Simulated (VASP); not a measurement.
# GaN (F-43m) in VASP: notebook

GaN is run at these levels: PBE; tasks: single point.

All numbers are computed with VASP 6.6.1; they aren't measurements. Logs are shortened: lines on timing, memory, paths and dates and some standing lists are left out, and cuts for length are marked.

## (1) The cell of the first run

Symmetry: F-43m, No. 216, cubic system. The conventional cell has a = 4.549 Å, b = 4.549 Å, c = 4.549 Å, α = 90.00°, β = 90.00°, γ = 90.00°. Within 2.6 Å of Ga (site symmetry -43m) lie 4 N at 1.97 Å. N (site symmetry -43m) has 4 Ga at 1.97 Å within 2.6 Å.

## (2) Single point, PBE

Input file INCAR:

```
PREC = Accurate
ENCUT = 600
EDIFF = 1E-6
ISMEAR = 0
SIGMA = 0.02
LREAL = F
LASPH = T
NELM = 120
ALGO = Normal
ISIF = 2
LWAVE = F
LCHARG = T
GGA = PE
LELF = T
LVHAR = T
NBANDS = 16
GGA_COMPAT = F
```

Input file KPOINTS:

```
Automatic mesh
0
Gamma
  10 10 10
```

Input file POSCAR:

```
GaN
1.0
    0.0000000000      2.2743393225      2.2743393225
    2.2743393225      0.0000000000      2.2743393225
    2.2743393225      2.2743393225      0.0000000000
Ga N
1 1
Direct
    0.0000000000      0.0000000000      0.0000000000
    0.2500000000      0.2500000000      0.2500000000
```

Potentials or basis: VASP PAW PBE potentials, release 64 (Ga_d, N).

Command:

```sh
$ cat potpaw_PBE.64/Ga_d/POTCAR potpaw_PBE.64/N/POTCAR > POTCAR
$ mpirun -np 1 vasp_std > vasp.out
```

OUTCAR:

```text
PREC = Accurate
   ENCUT = 600
   EDIFF = 1E-6
   ISMEAR = 0
   LREAL = F
   LASPH = T
   NELM = 120
   ISIF = 2
   GGA = PE

 ion  position               nearest neighbor table
   1  0.000  0.000  0.000-   2 1.97   2 1.97   2 1.97   2 1.97
   2  0.250  0.250  0.250-   1 1.97   1 1.97   1 1.97   1 1.97

  LATTYP: Found a face centered cubic cell.
 ALAT       =     4.5486786450

  Lattice vectors:

 A1 = (   0.0000000000,   2.2743393225,   2.2743393225)
 A2 = (   2.2743393225,   0.0000000000,   2.2743393225)
 A3 = (   2.2743393225,   2.2743393225,   0.0000000000)

Analysis of symmetry for initial positions (statically):
=====================================================================
 Subroutine PRICEL returns:
 Original cell was already a primitive cell.

 Routine SETGRP: Setting up the symmetry group for a
 face centered cubic supercell.

 Subroutine GETGRP returns: Found 24 space group operations
 (whereof 24 operations were pure point group operations)
 out of a pool of 48 trial point group operations.

The static configuration has the point symmetry T_d .

Analysis of symmetry for dynamics (positions and initial velocities):
=====================================================================
 Subroutine PRICEL returns:
 Original cell was already a primitive cell.

 Routine SETGRP: Setting up the symmetry group for a
 face centered cubic supercell.

 Subroutine GETGRP returns: Found 24 space group operations
 (whereof 24 operations were pure point group operations)
 out of a pool of 48 trial point group operations.

The dynamic configuration has the point symmetry T_d .

 Subroutine INISYM returns: Found 24 space group operations
 (whereof 24 operations are pure point group operations),
 and found     1 'primitive' translations

----------------------------------------------------------------------------------------

                                     Primitive cell

  volume of cell :      23.5286

  direct lattice vectors                    reciprocal lattice vectors
     0.000000000  2.274339322  2.274339322    -0.219844064  0.219844064  0.219844064
     2.274339322  0.000000000  2.274339322     0.219844064 -0.219844064  0.219844064
     2.274339322  2.274339322  0.000000000     0.219844064  0.219844064 -0.219844064

  length of vectors
     3.216401515  3.216401515  3.216401515     0.380781089  0.380781089  0.380781089

  position of ions in fractional coordinates (direct lattice)
     0.000000000  0.000000000  0.000000000
     0.250000000  0.250000000  0.250000000

  ion indices of the primitive-cell ions
   primitive index   ion index
                 1           1
                 2           2

----------------------------------------------------------------------------------------

 KPOINTS: Automatic mesh

Automatic generation of k-mesh.
 Grid dimensions read from file:
 generate k-points for:   10   10   10

 Generating k-lattice:

  Cartesian coordinates                     Fractional coordinates (reciprocal lattice)
    -0.021984406  0.021984406  0.021984406     0.100000000  0.000000000  0.000000000
     0.021984406 -0.021984406  0.021984406     0.000000000  0.100000000  0.000000000
     0.021984406  0.021984406 -0.021984406     0.000000000  0.000000000  0.100000000

  Length of vectors
     0.038078109  0.038078109  0.038078109

  Shift w.r.t. Gamma in fractional coordinates (k-lattice)
     0.000000000  0.000000000  0.000000000

 Subroutine IBZKPT returns following result:
 ===========================================

 Found     47 irreducible k-points:

 Following reciprocal coordinates:
            Coordinates               Weight
  0.000000  0.000000  0.000000      1.000000
  0.100000  0.000000  0.000000      8.000000
  0.200000  0.000000  0.000000      8.000000
  0.300000  0.000000  0.000000      8.000000
  0.400000  0.000000  0.000000      8.000000
  0.500000  0.000000  0.000000      4.000000
[... 16 lines left out ...]
  0.300000  0.300000  0.000000      6.000000
  0.400000  0.300000  0.000000     24.000000
 [... further k-points ...]
   k-points           NKPTS =     47   k-points in BZ     NKDIM =     47   number of bands    NBANDS=     16
   number of dos      NEDOS =    301   number of ions     NIONS =      2
   total plane-waves  NPLWV =  21952
   dimension x,y,z NGX =    28 NGY =   28 NGZ =   28
   dimension x,y,z NGXF=    56 NGYF=   56 NGZF=   56
   ions per type =               1   1
   NGX,Y,Z   is equivalent  to a cutoff of  14.47, 14.47, 14.47 a.u.
   NGXF,Y,Z  is equivalent  to a cutoff of  28.94, 28.94, 28.94 a.u.
 SYSTEM =  unknown system
   PREC   = accura    normal or accurate (medium, high low for compatibility)
   ISTART =      0    job   : 0-new  1-cont  2-samecut
   ICHARG =      2    charge: 1-file 2-atom 10-const
   ISPIN  =      1    spin polarized calculation?
   LNONCOLLINEAR =      F non collinear calculations
   LSORBIT =      F    spin-orbit coupling
   LASPH  =      T    aspherical Exc in radial PAW
   ENCUT  =  600.0 eV  44.10 Ry    6.64 a.u.   6.42  6.42  6.42*2*pi/ulx,y,z
   NELM   =    120;   NELMIN=  2; NELMDL= -5     # of ELM steps
   EDIFF  = 0.1E-05   stopping-criterion for ELM
   LREAL  =      F    real-space projection
   EDIFFG = 0.1E-04   stopping-criterion for IOM
   NSW    =      0    number of steps for IOM
   IBRION =     -1    ionic relax: 0-MD 1-quasi-New 2-CG
   NFREE  =      0    steps in history (QN), initial steepest desc. (CG)
   ISIF   =      2    stress and relaxation
   ISYM   =      2    0-nonsym 1-usesym 2-fastsym
   POTIM  = 0.5000    time-step for ionic-motion
   TEBEG  =    0.0;   TEEND  =   0.0 temperature during run
   PSTRESS=    0.0 pullay stress
   NELECT =      18.0000    total number of electrons
   NUPDOWN=      -1.0000    fix difference up-down
   EMIN   =  10.00;   EMAX   =-10.00  energy-range for DOS
   EFERMI =   0.00;   METHOD = LEGACY
   ISMEAR =     0;   SIGMA  =   0.02  broadening in eV -4-tet -1-fermi 0-gaus
   EFERMI_NEDOS =   21; number of points for ismear=-14 and -15
   IALGO  =     38    algorithm
   IMIX   =      4    mixing-type and parameters
     AMIX     =   0.40;   BMIX     =  1.00
     AMIX_MAG =   1.60;   BMIX_MAG =  1.00
  volume/ion in A,a.u.               =      11.76        79.39
  Fermi-wavevector in a.u.,A,eV,Ry     =   1.497271  2.829432 30.501818  2.241820
  Thomas-Fermi vector in A             =   2.609180
   LORBIT       =      0    0 simple, 1 ext, 2 COOP (PROOUT), +10 PAW based schemes
   GGA     = PE    functional components
   LHFCALC =     F    Hartree Fock is set to
   AEXX    =    0.0000 exact exchange contribution
   IVDW    =     0    specifies the selected vdW correction
   LEPSILON=     F    determine dielectric tensor
   LRPA    =     F    only Hartree local field effects (RPA)
 non-spin polarized calculation
 Gauss-broadening in eV      SIGMA  =   0.02
  energy-cutoff  :      600.00
  volume of cell :       23.53
 maximum number of plane-waves:       801
 NGX is ok and might be reduce to    28
   NGX = 13   NGY = 13   NGZ = 13

 number of electron      18.0000002 magnetization

 Free energy of the ion-electron system (eV)
  ---------------------------------------------------
  ext. energy  EPLUGINS =         0.00000000
  ---------------------------------------------------
  free energy    TOTEN  =       -12.15504033 eV

  energy without entropy =      -12.15504033  energy(sigma->0) =      -12.15504033

 E-fermi :   5.0753     XC(G=0): -11.5201

 val. band max:        4.9854786807   @ k =   0.0000   0.0000   0.0000
 cond. band min:       6.5316754331   @ k =   0.0000   0.0000   0.0000
 fundamental gap:      1.5461967524
 Fermi energy:         5.0753065066

 k-point     1 :       0.0000    0.0000    0.0000
  band No.  band energies     occupation
      1     -10.7169      2.00000
      2      -8.4374      2.00000
      3      -8.4374      2.00000
      4      -8.4374      2.00000
      5      -8.1447      2.00000
      6      -8.1447      2.00000
[... 8 lines left out ...]
     15      23.6317      0.00000
     16      23.6317      0.00000

 k-point     2 :       0.1000    0.0000    0.0000
  band No.  band energies     occupation
      1     -10.6135      2.00000
      2      -8.4249      2.00000
      3      -8.4249      2.00000
      4      -8.3964      2.00000
      5      -8.1459      2.00000
      6      -8.1459      2.00000
[... 8 lines left out ...]
     15      22.3508      0.00000
     16      22.3508      0.00000

 k-point     3 :       0.2000    0.0000    0.0000
  band No.  band energies     occupation
      1     -10.3569      2.00000
      2      -8.3958      2.00000
      3      -8.3958      2.00000
      4      -8.2273      2.00000
      5      -8.1446      2.00000
      6      -8.1446      2.00000
[... 8 lines left out ...]
     15      21.5923      0.00000
     16      21.5923      0.00000

 k-point     4 :       0.3000    0.0000    0.0000
  band No.  band energies     occupation
      1     -10.0936      2.00000
      2      -8.3700      2.00000
      3      -8.3700      2.00000
      4      -8.1320      2.00000
      5      -8.1320      2.00000
      6      -7.8269      2.00000
[... 8 lines left out ...]
     15      22.0395      0.00000
     16      22.0395      0.00000

 k-point     5 :       0.4000    0.0000    0.0000
  band No.  band energies     occupation
      1      -9.9429      2.00000
      2      -8.3589      2.00000
      3      -8.3589      2.00000
      4      -8.1113      2.00000
      5      -8.1113      2.00000
      6      -7.2354      2.00000
[... 8 lines left out ...]
     15      23.3704      0.00000
     16      23.3704      0.00000

 k-point     6 :       0.5000    0.0000    0.0000
  band No.  band energies     occupation
      1      -9.9004      2.00000
      2      -8.3569      2.00000
      3      -8.3569      2.00000
      4      -8.1010      2.00000
      5      -8.1010      2.00000
      6      -6.8968      2.00000
[... 8 lines left out ...]
     15      24.3192      0.00000
     16      24.3192      0.00000

 k-point     7 :       0.1000    0.1000    0.0000
  band No.  band energies     occupation
      1     -10.5795      2.00000
      2      -8.4136      2.00000
      3      -8.4136      2.00000
      4      -8.3975      2.00000
      5      -8.1538      2.00000
      6      -8.1379      2.00000
[... 8 lines left out ...]
     15      23.6013      0.00000
     16      24.3157      0.00000

 k-point     8 :       0.2000    0.1000    0.0000
  band No.  band energies     occupation
      1     -10.3756      2.00000
      2      -8.3940      2.00000
      3      -8.3834      2.00000
      4      -8.2842      2.00000
      5      -8.1484      2.00000
      6      -8.1311      2.00000
[... 8 lines left out ...]
     15      23.3547      0.00000
     16      23.4978      0.00000

 k-point     9 :       0.3000    0.1000    0.0000
  band No.  band energies     occupation
      1     -10.1201      2.00000
      2      -8.3711      2.00000
      3      -8.3538      2.00000
      4      -8.1838      2.00000
      5      -8.1194      2.00000
      6      -7.9109      2.00000
[... 8 lines left out ...]
     15      22.5308      0.00000
     16      23.4475      0.00000
[... 172 lines left out ...]
 k-point    19 :       0.5000    0.2000    0.0000
  band No.  band energies     occupation
      1      -9.8334      2.00000
      2      -8.3410      2.00000
      3      -8.2857      2.00000
      4      -8.1811      2.00000
      5      -8.0973      2.00000
      6      -6.7867      2.00000
[... 8 lines left out ...]
     15      24.9332      0.00000
     16      25.2806      0.00000

 k-point    20 :      -0.4000    0.2000    0.0000
  band No.  band energies     occupation
      1      -9.8274      2.00000
      2      -8.3459      2.00000
      3      -8.2913      2.00000
      4      -8.1535      2.00000
      5      -8.1195      2.00000
      6      -6.6697      2.00000
[... 8 lines left out ...]
     15      23.3659      0.00000
     16      24.9547      0.00000

 k-point    21 :      -0.3000    0.2000    0.0000
  band No.  band energies     occupation
      1      -9.8815      2.00000
      2      -8.3477      2.00000
      3      -8.3079      2.00000
      4      -8.1503      2.00000
      5      -8.1455      2.00000
      6      -7.1082      2.00000
[... 8 lines left out ...]
     15      21.9911      0.00000
     16      25.2752      0.00000

 k-point    22 :      -0.2000    0.2000    0.0000
  band No.  band energies     occupation
      1     -10.0134      2.00000
      2      -8.3546      2.00000
      3      -8.3417      2.00000
      4      -8.1647      2.00000
      5      -8.1515      2.00000
      6      -7.6580      2.00000
[... 8 lines left out ...]
     15      22.0783      0.00000
     16      25.2038      0.00000

 k-point    23 :       0.3000    0.3000    0.0000
  band No.  band energies     occupation
      1      -9.9379      2.00000
      2      -8.2949      2.00000
      3      -8.2628      2.00000
      4      -8.2628      2.00000
      5      -8.0982      2.00000
      6      -7.6350      2.00000
[... 8 lines left out ...]
     15      26.7536      0.00000
     16      26.9842      0.00000

 k-point    24 :       0.4000    0.3000    0.0000
  band No.  band energies     occupation
      1      -9.8399      2.00000
      2      -8.3136      2.00000
      3      -8.2311      2.00000
      4      -8.2310      2.00000
      5      -8.0888      2.00000
      6      -7.1875      2.00000
[... 8 lines left out ...]
     15      26.8434      0.00000
     16      27.1133      0.00000

 [... further k-points ...]
[... 5 lines left out ...]
  --------------------------------------------------------------------------------------
  -------------------------------------------------------------------------------------
  Total       -0.0094909     -0.0094909     -0.0094909     -0.0000000      0.0000000      0.0000000
  in kB       -0.6462835     -0.6462835     -0.6462835     -0.0000000      0.0000000      0.0000000
  external PRESSURE =      -0.6462835 kB  Pullay stress =       0.0000000 kB

 VOLUME and BASIS-vectors are now :
 -----------------------------------------------------------------------------
  energy-cutoff  :      600.00
  volume of cell :       23.53
      direct lattice vectors                 reciprocal lattice vectors
     0.000000000  2.274339322  2.274339322    -0.219844064  0.219844064  0.219844064
     2.274339322  0.000000000  2.274339322     0.219844064 -0.219844064  0.219844064
     2.274339322  2.274339322  0.000000000     0.219844064  0.219844064 -0.219844064

 POSITION                                       TOTAL-FORCE (eV/Angst)
 -----------------------------------------------------------------------------------
      0.00000      0.00000      0.00000        -0.000000     -0.000000     -0.000000
      1.13717      1.13717      1.13717         0.000000      0.000000      0.000000
 -----------------------------------------------------------------------------------
    total drift:                                0.000000      0.000000      0.000000

  FREE ENERGIE OF THE ION-ELECTRON SYSTEM (eV)
  ---------------------------------------------------
  free  energy   TOTEN  =       -12.1550403257 eV

  energy  without entropy=      -12.1550403257  energy(sigma->0) =      -12.15504033
```

It took 12 s on 1 thread of Intel Xeon 6975P-C (Granite Rapids), shared host; peak memory 0.16 GiB.

What came out:

| Property | Result |
| --- | --- |
| Free energy | -12.1550 eV |
| Pressure | -0.1 GPa |
| Band gap on the k mesh | 1.55 eV |

(Part 1 of 2 ends here.)
